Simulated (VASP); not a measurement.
# Al15As16 (a cell with a defect) in VASP: relaxation of the atoms with PBE

Aim: the relaxation of the atoms of Al15As16 (a cell with a defect) with PBE.

Everything below comes from runs of VASP 6.6.1. Logs are shortened: lines on timing, memory, paths and dates and some standing lists are left out, and cuts for length are marked.

**1. The cell of the first run**

The cell holds a defect, 31 atoms: a = 9.921 Å, b = 9.921 Å, c = 9.921 Å, α = 109.47°, β = 109.47°, γ = 109.47°.

**2. Relaxation of the atoms, PBE (atoms taken out)**

Input file INCAR:

```
SYSTEM = Al15As16
ALGO = Normal ; EDIFF = 1E-7
EDIFFG = -0.025 ; ENCUT = 450
GGA = PE ; GGA_COMPAT = .False.
IBRION = 2 ; ISIF = 2
ISMEAR = 0 ; LASPH = .True.
LCHARG = .False. ; LREAL = Auto
LWAVE = .False. ; NELECT = 126.0
NELM = 120 ; NELMIN = 4
NSW = 65 ; PREC = Accurate
SIGMA = 0.01
```

Input file KPOINTS:

```
Automatic mesh
0
Gamma
  2 2 2
  0.5 0.5 0.5
```

Input file POSCAR:

```
Al15As16
1.0
    5.7279123210      5.7279123210      5.7279123210
   -5.7279123210      5.7279123210     -5.7279123210
   -5.7279123210     -5.7279123210      5.7279123210
Al As
15 16
Direct
    0.5000000000      0.5005230722     -0.0051766665
    0.7448233335      0.5005230722      0.7500000000
    0.5000000000      0.2500000000      0.2500000000
    0.7494769278      0.2443002614     -0.0005230722
    0.0000000000      0.2500000000      0.7500000000
    0.5000000000     -0.0051766665      0.5005230722
    0.7494769278     -0.0005230722      0.2443002614
   -0.0056997386     -0.0005230722     -0.0005230722
    0.2505230722     -0.0051766665      0.7500000000
    0.7448233335      0.7500000000      0.5005230722
    0.0000000000      0.7500000000      0.2500000000
    0.2505230722      0.7500000000     -0.0051766665
    0.0056997386      0.5051766665      0.5051766665
    0.2551766665      0.5051766665      0.2556997386
    0.2551766665      0.2556997386      0.5051766665
    0.7389441314     -0.0110558686     -0.0110558686
    0.7491241548      0.7500000000      0.2496859106
   -0.0003140894      0.7500000000     -0.0008758452
    0.7505617558      0.5008758452      0.5008758452
    0.0003140894      0.4994382442      0.2503140894
    0.2508758452      0.5008758452      0.0005617558
    0.7491241548      0.2496859106      0.7500000000
    0.0003140894      0.2503140894      0.4994382442
    0.2494382442      0.2503140894      0.2503140894
    0.5000000000      0.2496859106     -0.0008758452
   -0.0003140894     -0.0008758452      0.7500000000
    0.2508758452      0.0005617558      0.5008758452
    0.5000000000     -0.0008758452      0.2496859106
    0.2610558686      0.7500000000      0.7500000000
    0.5000000000      0.7500000000      0.5110558686
    0.5000000000      0.5110558686      0.7500000000
```

Potentials or basis: VASP PAW PBE potentials, release 64 (Al, As).

Run with:

```sh
> cat potpaw_PBE.64/Al/POTCAR potpaw_PBE.64/As/POTCAR > POTCAR
> mpirun -np 1 vasp_std > vasp.out
```

OUTCAR:

```text
SYSTEM = Al15As16
   EDIFF = 1E-7
   EDIFFG = -0.025
   ENCUT = 450
   GGA = PE
   IBRION = 2
   ISIF = 2
   ISMEAR = 0
   LASPH = .True.
   LREAL = Auto
   NELECT = 126.0
   NELM = 120
   NELMIN = 4
   NSW = 65
   PREC = Accurate

 ion  position               nearest neighbor table
   1  0.500  0.501  0.995-  31 2.47  21 2.49  17 2.49  25 2.50
   2  0.745  0.501  0.750-  31 2.47  19 2.49  18 2.49  22 2.50
   3  0.500  0.250  0.250-  19 2.49  25 2.49  28 2.49  24 2.49
   4  0.749  0.244  0.999-  16 2.47  22 2.49  25 2.49  20 2.50
   5  0.000  0.250  0.750-  21 2.49  22 2.49  26 2.49  23 2.49
   6  0.500  0.995  0.501-  30 2.47  27 2.49  22 2.49  28 2.50
   7  0.749  0.999  0.244-  16 2.47  17 2.49  28 2.49  23 2.50
   8  0.994  0.999  0.999-  16 2.47  18 2.49  26 2.49  24 2.50
   9  0.251  0.995  0.750-  29 2.47  27 2.49  25 2.49  26 2.50
  10  0.745  0.750  0.501-  30 2.47  26 2.49  19 2.49  17 2.50
  11  0.000  0.750  0.250-  17 2.49  18 2.49  27 2.49  20 2.49
  12  0.251  0.750  0.995-  29 2.47  28 2.49  21 2.49  18 2.50
  13  0.006  0.505  0.505-  29 2.47  23 2.49  20 2.49  19 2.50
  14  0.255  0.505  0.256-  30 2.47  24 2.49  20 2.49  21 2.50
  15  0.255  0.256  0.505-  31 2.47  24 2.49  23 2.49  27 2.50
  16  0.739  0.989  0.989-   4 2.47   7 2.47   8 2.47
  17  0.749  0.750  0.250-  11 2.49   7 2.49   1 2.49  10 2.50
  18  1.000  0.750  0.999-  11 2.49   8 2.49   2 2.49  12 2.50
  19  0.751  0.501  0.501-   3 2.49   2 2.49  10 2.49  13 2.50
  20  0.000  0.499  0.250-  11 2.49  13 2.49  14 2.49   4 2.50
  21  0.251  0.501  0.001-   5 2.49   1 2.49  12 2.49  14 2.50
  22  0.749  0.250  0.750-   5 2.49   4 2.49   6 2.49   2 2.50
  23  0.000  0.250  0.499-   5 2.49  13 2.49  15 2.49   7 2.50
  24  0.249  0.250  0.250-   3 2.49  14 2.49  15 2.49   8 2.50
  25  0.500  0.250  0.999-   3 2.49   4 2.49   9 2.49   1 2.50
  26  1.000  0.999  0.750-   5 2.49   8 2.49  10 2.49   9 2.50
  27  0.251  0.001  0.501-  11 2.49   9 2.49   6 2.49  15 2.50
  28  0.500  0.999  0.250-   3 2.49   7 2.49  12 2.49   6 2.50
  29  0.261  0.750  0.750-   9 2.47  12 2.47  13 2.47
  30  0.500  0.750  0.511-   6 2.47  10 2.47  14 2.47
  31  0.500  0.511  0.750-   1 2.47   2 2.47  15 2.47

  LATTYP: Found a body centered cubic cell.
 ALAT       =    11.4558246420

  Lattice vectors:

 A1 = (   5.7279123210,   5.7279123210,   5.7279123210)
 A2 = (  -5.7279123210,   5.7279123210,  -5.7279123210)
 A3 = (  -5.7279123210,  -5.7279123210,   5.7279123210)

Analysis of symmetry for initial positions (statically):
=====================================================================
 Subroutine PRICEL returns:
 Original cell was already a primitive cell.

 Routine SETGRP: Setting up the symmetry group for a
 body centered cubic supercell.

 Subroutine GETGRP returns: Found 24 space group operations
 (whereof  2 operations were pure point group operations)
 out of a pool of 48 trial point group operations.

The static configuration has the point symmetry C_1h.
 The point group associated with its full space group is T_d .

Analysis of symmetry for dynamics (positions and initial velocities):
=====================================================================
 Subroutine PRICEL returns:
 Original cell was already a primitive cell.

 Routine SETGRP: Setting up the symmetry group for a
 body centered cubic supercell.

 Subroutine GETGRP returns: Found 24 space group operations
 (whereof  2 operations were pure point group operations)
 out of a pool of 48 trial point group operations.

The dynamic configuration has the point symmetry C_1h.
 The point group associated with its full space group is T_d .

 Subroutine INISYM returns: Found 24 space group operations
 (whereof  2 operations are pure point group operations),
 and found     1 'primitive' translations

----------------------------------------------------------------------------------------

                                     Primitive cell

  volume of cell :     751.7078

  direct lattice vectors                    reciprocal lattice vectors
     5.727912321  5.727912321  5.727912321     0.000000000  0.087291839  0.087291839
    -5.727912321  5.727912321 -5.727912321    -0.087291839  0.087291839  0.000000000
    -5.727912321 -5.727912321  5.727912321    -0.087291839  0.000000000  0.087291839

  length of vectors
[... 75 lines left out ...]
 generate k-points for:    2    2    2

 Generating k-lattice:

  Cartesian coordinates                     Fractional coordinates (reciprocal lattice)
     0.000000000  0.043645919  0.043645919     0.500000000  0.000000000  0.000000000
    -0.043645919  0.043645919  0.000000000     0.000000000  0.500000000  0.000000000
    -0.043645919  0.000000000  0.043645919     0.000000000  0.000000000  0.500000000

  Length of vectors
     0.061724651  0.061724651  0.061724651

  Shift w.r.t. Gamma in fractional coordinates (k-lattice)
     0.500000000  0.500000000  0.500000000

 Subroutine IBZKPT returns following result:
 ===========================================

 Found      2 irreducible k-points:

 Following reciprocal coordinates:
            Coordinates               Weight
  0.250000  0.250000  0.250000      2.000000
 -0.250000  0.250000  0.250000      6.000000
   k-points           NKPTS =      2   k-points in BZ     NKDIM =      2   number of bands    NBANDS=     79
   number of dos      NEDOS =    301   number of ions     NIONS =     31
   total plane-waves  NPLWV = 343000
   dimension x,y,z NGX =    70 NGY =   70 NGZ =   70
   dimension x,y,z NGXF=   140 NGYF=  140 NGZF=  140
   ions per type =              15  16
   NGX,Y,Z   is equivalent  to a cutoff of  11.73, 11.73, 11.73 a.u.
   NGXF,Y,Z  is equivalent  to a cutoff of  23.46, 23.46, 23.46 a.u.
 SYSTEM =  Al15As16
   PREC   = accura    normal or accurate (medium, high low for compatibility)
   ISTART =      0    job   : 0-new  1-cont  2-samecut
   ICHARG =      2    charge: 1-file 2-atom 10-const
   ISPIN  =      1    spin polarized calculation?
   LNONCOLLINEAR =      F non collinear calculations
   LSORBIT =      F    spin-orbit coupling
   LASPH  =      T    aspherical Exc in radial PAW
   ENCUT  =  450.0 eV  33.07 Ry    5.75 a.u.  17.16 17.16 17.16*2*pi/ulx,y,z
   NELM   =    120;   NELMIN=  4; NELMDL= -5     # of ELM steps
   EDIFF  = 0.1E-06   stopping-criterion for ELM
   LREAL  =      T    real-space projection
   EDIFFG = -.3E-01   stopping-criterion for IOM
   NSW    =     65    number of steps for IOM
   IBRION =      2    ionic relax: 0-MD 1-quasi-New 2-CG
   NFREE  =      1    steps in history (QN), initial steepest desc. (CG)
   ISIF   =      2    stress and relaxation
   ISYM   =      2    0-nonsym 1-usesym 2-fastsym
   POTIM  = 0.5000    time-step for ionic-motion
   TEBEG  =    0.0;   TEEND  =   0.0 temperature during run
   PSTRESS=    0.0 pullay stress
   NELECT =     126.0000    total number of electrons
   NUPDOWN=      -1.0000    fix difference up-down
   EMIN   =  10.00;   EMAX   =-10.00  energy-range for DOS
   EFERMI =   0.00;   METHOD = LEGACY
   ISMEAR =     0;   SIGMA  =   0.01  broadening in eV -4-tet -1-fermi 0-gaus
   EFERMI_NEDOS =   21; number of points for ismear=-14 and -15
   IALGO  =     38    algorithm
   IMIX   =      4    mixing-type and parameters
     AMIX     =   0.40;   BMIX     =  1.00
     AMIX_MAG =   1.60;   BMIX_MAG =  1.00
  volume/ion in A,a.u.               =      24.25       163.64
  Fermi-wavevector in a.u.,A,eV,Ry     =   0.902642  1.705745 11.085507  0.814762
  Thomas-Fermi vector in A             =   2.025870
   LORBIT       =      0    0 simple, 1 ext, 2 COOP (PROOUT), +10 PAW based schemes
   GGA     = PE    functional components
   LHFCALC =     F    Hartree Fock is set to
   AEXX    =    0.0000 exact exchange contribution
   IVDW    =     0    specifies the selected vdW correction
   LEPSILON=     F    determine dielectric tensor
   LRPA    =     F    only Hartree local field effects (RPA)
 conjugate gradient relaxation of ions
 non-spin polarized calculation
 Gauss-broadening in eV      SIGMA  =   0.01
  energy-cutoff  :      450.00
  volume of cell :      751.71
 maximum number of plane-waves:     16308
 NGX is ok and might be reduce to    70
   NGX = 35   NGY = 35   NGZ = 35

--------------------------------------- Ionic step        1  -------------------------------------------

 number of electron     125.9999987 magnetization

 Free energy of the ion-electron system (eV)
  ---------------------------------------------------
  ext. energy  EPLUGINS =         0.00000000
  ---------------------------------------------------
  free energy    TOTEN  =      -138.86516637 eV

  energy without entropy =     -138.85986623  energy(sigma->0) =     -138.86251630

------------------------ aborting loop because EDIFF is reached ----------------------------------------

  FORCE on cell =-STRESS in cart. coord.  units (eV):
  Direction    XX          YY          ZZ          XY          YZ          ZX
  --------------------------------------------------------------------------------------
  -------------------------------------------------------------------------------------
  Total        5.1939297      5.1939297      5.1939297     -0.0000000     -0.0000000     -0.0000000
  in kB       11.0702537     11.0702537     11.0702537     -0.0000000     -0.0000000     -0.0000000
  external PRESSURE =      11.0702537 kB  Pullay stress =       0.0000000 kB
[... 182 lines left out ...]
--------------------------------------- Ionic step        4  -------------------------------------------

 number of electron     125.9999983 magnetization

 Free energy of the ion-electron system (eV)
  ---------------------------------------------------
  ext. energy  EPLUGINS =         0.00000000
  ---------------------------------------------------
  free energy    TOTEN  =      -138.86883757 eV

  energy without entropy =     -138.86353743  energy(sigma->0) =     -138.86618750

 E-fermi :   3.3973     XC(G=0):  -8.8411

 val. band max:        3.3904584744   @ k =  -0.2500   0.2500   0.2500
 cond. band min:       3.4850438948   @ k =   0.2500   0.2500   0.2500
 fundamental gap:      0.0945854204
 Fermi energy:         3.3972991384

 k-point     1 :       0.2500    0.2500    0.2500
  band No.  band energies     occupation
      1      -7.8006      2.00000
      2      -7.8006      2.00000
      3      -7.8006      2.00000
      4      -7.5856      2.00000
      5      -6.8366      2.00000
      6      -6.8366      2.00000
[... 67 lines left out ...]
     74       5.8894      0.00000
     75       5.8901      0.00000

 k-point     2 :      -0.2500    0.2500    0.2500
  band No.  band energies     occupation
      1      -8.1061      2.00000
      2      -7.4995      2.00000
      3      -7.4357      2.00000
      4      -7.4357      2.00000
      5      -7.3451      2.00000
      6      -7.0407      2.00000
[... 67 lines left out ...]
     74       6.6775      0.00000
     75       6.7646      0.00000
 [bands above 75 left out]

------------------------ aborting loop because EDIFF is reached ----------------------------------------

  FORCE on cell =-STRESS in cart. coord.  units (eV):
  Direction    XX          YY          ZZ          XY          YZ          ZX
  --------------------------------------------------------------------------------------
  -------------------------------------------------------------------------------------
  Total        4.8225316      4.8225316      4.8225316      0.0000000     -0.0000000      0.0000000
  in kB       10.2786620     10.2786620     10.2786620      0.0000000     -0.0000000      0.0000000
  external PRESSURE =      10.2786620 kB  Pullay stress =       0.0000000 kB
[... 46 lines left out ...]
  FREE ENERGIE OF THE ION-ELECTRON SYSTEM (eV)
  ---------------------------------------------------
  free  energy   TOTEN  =      -138.8688375699 eV

  energy  without entropy=     -138.8635374310  energy(sigma->0) =     -138.86618750

 reached required accuracy - stopping structural energy minimisation
```

Wall time 11 min (1 thread of Oxide Virtual Turin-like, shared host); peak memory 0.67 GiB.

Results:

| Quantity | Value |
| --- | --- |
| Free energy | -138.8688 eV |
| Energy gained by relaxing | 0.1 meV/atom |
| Ionic steps | 4 |
| Largest force after relaxing | 0.016 eV/Å |

Forces in eV/Å, atoms in the order of the input:
```
Al   0.005  0.011 -0.011
Al  -0.011 -0.005 -0.011
Al   0.000  0.000  0.000
Al   0.011 -0.011  0.005
Al   0.000  0.000  0.000
Al   0.005 -0.011  0.011
Al   0.011  0.005 -0.011
Al  -0.005 -0.011 -0.011
Al   0.011 -0.005  0.011
Al  -0.011 -0.011 -0.005
Al   0.000  0.000  0.000
Al   0.011  0.011 -0.005
Al  -0.005  0.011  0.011
Al  -0.011  0.005  0.011
Al  -0.011  0.011  0.005
As   0.005 -0.005 -0.005
As  -0.002 -0.002 -0.012
As   0.002  0.002 -0.012
As  -0.012  0.002  0.002
As   0.002 -0.002  0.012
As  -0.002  0.012  0.002
As  -0.002 -0.012 -0.002
As   0.002  0.012 -0.002
As  -0.012 -0.002 -0.002
As   0.012  0.002 -0.002
As   0.002 -0.012  0.002
As  -0.002  0.002  0.012
As   0.012 -0.002  0.002
As   0.005  0.005  0.005
As  -0.005 -0.005  0.005
As  -0.005  0.005 -0.005
```

Step by step:
```csv
step,energy change (eV),largest force (eV/Å),pressure (GPa)
1,0.0000,0.0672,1.11
2,-0.0011,0.0552,1.09
3,-0.0027,0.0304,1.04
4,-0.0037,0.0165,1.03
```

Final structure:
```yaml
crystal:
  lattice:
    - [5.72791, 5.72791, 5.72791]
    - [-5.72791, 5.72791, -5.72791]
    - [-5.72791, -5.72791, 5.72791]
  atoms:
    - { symbol: Al, position: [0.50000, 0.49998, 0.99441] }
    - { symbol: Al, position: [0.74441, 0.49998, 0.75000] }
    - { symbol: Al, position: [0.50000, 0.25000, 0.25000] }
    - { symbol: Al, position: [0.75002, 0.24443, 0.00002] }
    - { symbol: Al, position: [0.00000, 0.25000, 0.75000] }
    - { symbol: Al, position: [0.50000, 0.99441, 0.49998] }
    - { symbol: Al, position: [0.75002, 0.00002, 0.24443] }
    - { symbol: Al, position: [0.99443, 0.00002, 0.00002] }
    - { symbol: Al, position: [0.24998, 0.99441, 0.75000] }
    - { symbol: Al, position: [0.74441, 0.75000, 0.49998] }
    - { symbol: Al, position: [0.00000, 0.75000, 0.25000] }
    - { symbol: Al, position: [0.24998, 0.75000, 0.99441] }
    - { symbol: Al, position: [0.00557, 0.50559, 0.50559] }
    - { symbol: Al, position: [0.25559, 0.50559, 0.25557] }
    - { symbol: Al, position: [0.25559, 0.25557, 0.50559] }
    - { symbol: As, position: [0.73722, 0.98722, 0.98722] }
    - { symbol: As, position: [0.74913, 0.75000, 0.24944] }
    - { symbol: As, position: [0.99944, 0.75000, 0.99913] }
    - { symbol: As, position: [0.75031, 0.50087, 0.50087] }
    - { symbol: As, position: [0.00056, 0.49969, 0.25056] }
    - { symbol: As, position: [0.25087, 0.50087, 0.00031] }
    - { symbol: As, position: [0.74913, 0.24944, 0.75000] }
    - { symbol: As, position: [0.00056, 0.25056, 0.49969] }
    - { symbol: As, position: [0.24969, 0.25056, 0.25056] }
    - { symbol: As, position: [0.50000, 0.24944, 0.99913] }
    - { symbol: As, position: [0.99944, 0.99913, 0.75000] }
    - { symbol: As, position: [0.25087, 0.00031, 0.50087] }
    - { symbol: As, position: [0.50000, 0.99913, 0.24944] }
    - { symbol: As, position: [0.26278, 0.75000, 0.75000] }
    - { symbol: As, position: [0.50000, 0.75000, 0.51278] }
    - { symbol: As, position: [0.50000, 0.51278, 0.75000] }
```

Caveat: the k points lie up to 0.39 Å⁻¹ apart; the cell carries a net charge on a neutralising background, which shifts energy and pressure; the cell differs from its parent crystal (atoms taken out); the cell is charged against a uniform background, so pressure and absolute levels hang on convention.
